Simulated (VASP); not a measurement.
A run of VASP 6.6.1:

The input INCAR:

```
SYSTEM = HgTe
PREC     = Accurate       ! precision mode
ENCUT    = 520            ! plane-wave cutoff, eV
EDIFF    = 1E-6           ! SCF threshold, eV
ISMEAR   = 0              ! smearing method
SIGMA    = 0.15           ! smearing width, eV
LREAL    = .FALSE.        ! projectors in reciprocal space
LASPH    = .TRUE.         ! aspherical terms in the spheres
NELM     = 80             ! most SCF steps
ALGO     = Normal         ! electronic algorithm
ISIF     = 2              ! what is computed and relaxed
LWAVE    = .FALSE.        ! write WAVECAR
LCHARG   = .FALSE.        ! write CHGCAR
GGA      = PS             ! functional
NBANDS   = 16             ! bands
```

File KPOINTS:

```
Automatic mesh
0
G
  18 18 18
  0 0 0
```

File POSCAR:

```
HgTe
1.0
   -3.2892512400      3.2892512400      1.6841628000
    3.2892512400     -3.2892512400      1.6841628000
    3.2892512400      3.2892512400     -1.6841628000
Hg Te
1 1
Direct
    0.2500000000      0.7500000000      0.5000000000
    0.0000000000      0.0000000000      0.0000000000
```

Potentials or basis: VASP PAW PBE potentials, release 64 (Hg, Te).

Launch:

```console
$ cat potpaw_PBE.64/Hg/POTCAR potpaw_PBE.64/Te/POTCAR > POTCAR
$ mpirun -np 1 vasp_std > vasp.out
```

Hardware: 1 thread of Intel Xeon 8259CL, with other jobs on the host.

**Question.** Estimate the wall time of this run.

**Answer.** Wall time 9.8 min on 1 thread of Intel Xeon 8259CL, on a shared host, peak memory 0.7 GiB. Counts: scf iterations 11, k points 480.
